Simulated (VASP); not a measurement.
MoS2, 3 atoms in the cell. Symmetry: R3m, No. 160, trigonal system. The conventional cell has a = 3.195 Å, b = 3.195 Å, c = 18.370 Å, α = 90.00°, β = 90.00°, γ = 120.00°. Within 3.1 Å of Mo (site symmetry 3m) lie 6 S at 2.38 Å. S (site symmetry 3m) has 3 Mo at 2.38 Å and 1 S at 3.00 Å within 3.1 Å. Within 3.1 Å of S (site symmetry 3m) lie 3 Mo at 2.38 Å and 1 S at 3.00 Å.  This cell differs from its parent crystal: equal xx and yy strain of +1 %.

* Program: VASP 6.6.1
* Task: single point
* Functional: LDA
* Potentials or basis: VASP PAW LDA potentials, release 64 (Mo_sv, S)
* Cutoff: 520 eV
* k mesh: 15 × 15 × 15
* Occupations: fermi-dirac, width 0.05 eV
* Spin: no spin polarisation
* Dipole correction: no
* Further INCAR settings: ALGO = Normal; EDIFF = 1e-06; NBANDS = 20

Potentials or basis: VASP PAW LDA potentials, release 64 (Mo_sv, S).

Command:

```console
$ cat potpaw_LDA.64/Mo_sv/POTCAR potpaw_LDA.64/S/POTCAR > POTCAR
$ mpirun -np 1 vasp_std > vasp.out
```

Hardware: 1 thread of AMD EPYC 9R45 96-Core Processor (Zen 5), on a shared host.

**Question.** How long does it take, and how much memory?

**Answer.** Wall time 13 min on 1 thread of AMD EPYC 9R45 96-Core Processor (Zen 5) (shared host), peak memory 0.47 GiB. Counts: scf iterations 14, k points 344.
